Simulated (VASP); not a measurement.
Nb, 1 atom in the cell. It takes space group Fm-3m (No. 225, cubic). Conventional cell: a = 3.547 Å, b = 3.547 Å, c = 3.547 Å, α = 90.00°, β = 90.00°, γ = 90.00°. Within 3.3 Å of Nb (site symmetry m-3m) lie 12 Nb at 2.51 Å. This isn't the form of Nb at room conditions, which is bcc.

- Program: VASP 6.6.1
- Task: relaxation of cell and atoms
- Functional: PBE
- Potentials or basis: VASP PAW PBE potentials, release 64 (Nb_sv)
- Cutoff: 600 eV
- k mesh: 19 × 19 × 19
- Occupations: fermi-dirac, width 0.1 eV
- Spin: no spin polarisation
- Target pressure: 200 GPa
- Dipole correction: no
- Further INCAR settings: ALGO = Normal; EDIFF = 1e-06; IBRION = 2; EDIFFG = -0.005; NSW = 60; ISIF = 3

Potentials or basis: VASP PAW PBE potentials, release 64 (Nb_sv).

Command:

```sh
$ cat potpaw_PBE.64/Nb_sv/POTCAR > POTCAR
$ mpirun -np 1 vasp_std > vasp.out
```

Hardware: 1 thread of Intel(R) Xeon(R) 6975P-C (Granite Rapids), on a shared host.

Problem. Estimate the wall time of this run.

Solution. Wall time 38 s on 1 thread of Intel(R) Xeon(R) 6975P-C (Granite Rapids), with other jobs on the host, peak memory 0.15 GiB. Counts: scf iterations 36, k points 220, ion steps 5.
